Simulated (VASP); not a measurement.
Runs of VASP 6.6.1 on GaP. The structure is that of space group F-43m (No. 216), or close to it. The cells are those of the table. 

```csv
cell,gap on the mesh (eV),pressure (GPa)
"a = 3.775 Å, angles 60.0°, 2 atoms",1.36,2.9
"a = 3.930 Å, angles 60.0°, 2 atoms",(a),(b)
"a = 3.828 Å, angles 60.0°, 2 atoms",1.45,-1.0
"a = 3.905 Å, angles 60.0°, 2 atoms",1.31,-5.5
"a = 3.854 Å, angles 60.0°, 2 atoms",1.49,-2.7
"a = 3.880 Å, angles 60.0°, 2 atoms",1.45,-4.1
"a = 3.802 Å, angles 60.0°, 2 atoms",(d),(c)
```

Alike in all rows: task single point; level LDA; potentials or basis VASP PAW LDA potentials, release 64 (Ga_d, P); no spin polarisation; k mesh 6 × 6 × 6; cutoff (eV) 520; smearing gaussian 0.01 eV.

Problem. Estimate the missing entries.

Solution. (a) 1.16; (b) -6.6; (c) 0.9; (d) 1.41.

A k mesh can miss the band edges, and the runs leave out spin-orbit coupling on Ga.
